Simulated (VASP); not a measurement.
Here is a VASP 6.6.1 calculation.

POSCAR

```
BaZrO3
1.0
    4.1913400000      0.0000000000      0.0000000000
    0.0000000000      4.1913400000      0.0000000000
    0.0000000000      0.0000000000      4.1913400000
Ba Zr O
1 1 3
Direct
    0.0000000000      0.0000000000      0.0000000000
    0.5000000000      0.5000000000      0.5000000000
    0.0000000000      0.5000000000      0.5000000000
    0.5000000000      0.0000000000      0.5000000000
    0.5000000000      0.5000000000      0.0000000000
```

INCAR.step1

```
ALGO = Normal
EDIFF = 1E-4
ENCUT = 600
GGA = PE
ISMEAR = 0
LASPH = T
LCHARG = F
LREAL = F
LWAVE = T
NELM = 100
PREC = Accurate
SIGMA = 0.02
```

Contents of INCAR.step2:

```
ALGO = Normal
EDIFF = 1E-6
EDIFFG = -0.02
ENCUT = 600
IBRION = 2
ISIF = 3
ISMEAR = 0
ISTART = 1
LASPH = T
LCHARG = F
LMIXTAU = T
LREAL = F
LWAVE = F
METAGGA = R2SCAN
NELM = 100
NSW = 90
PREC = Accurate
SIGMA = 0.02
```

File KPOINTS:

```
k-points
0
Gamma
  6 6 6
```

Potentials or basis: VASP PAW PBE potentials, release 64 (Ba_sv, Zr_sv, O).

Run with:

```sh
$ cat potpaw_PBE.64/Ba_sv/POTCAR potpaw_PBE.64/Zr_sv/POTCAR potpaw_PBE.64/O/POTCAR > POTCAR
$ cp INCAR.step1 INCAR
$ mpirun -np 1 vasp_std > vasp.out
$ cp INCAR.step2 INCAR
$ mpirun -np 1 vasp_std > vasp.out
```

(1) What does it give for the relaxed volume?

(2) Predict the space group after relaxing (to 0.1 Å).

(3) Estimate the relaxed cell.

Answers

(1) 14.95 Å³/atom.

(2) Pm-3m (No. 221).

(3) a = 4.213 Å, b = 4.213 Å, c = 4.213 Å, α = 90.00°, β = 90.00°, γ = 90.00°.

Caveat: the PAW data sets were made with another functional, which shifts forces and pressure a little.
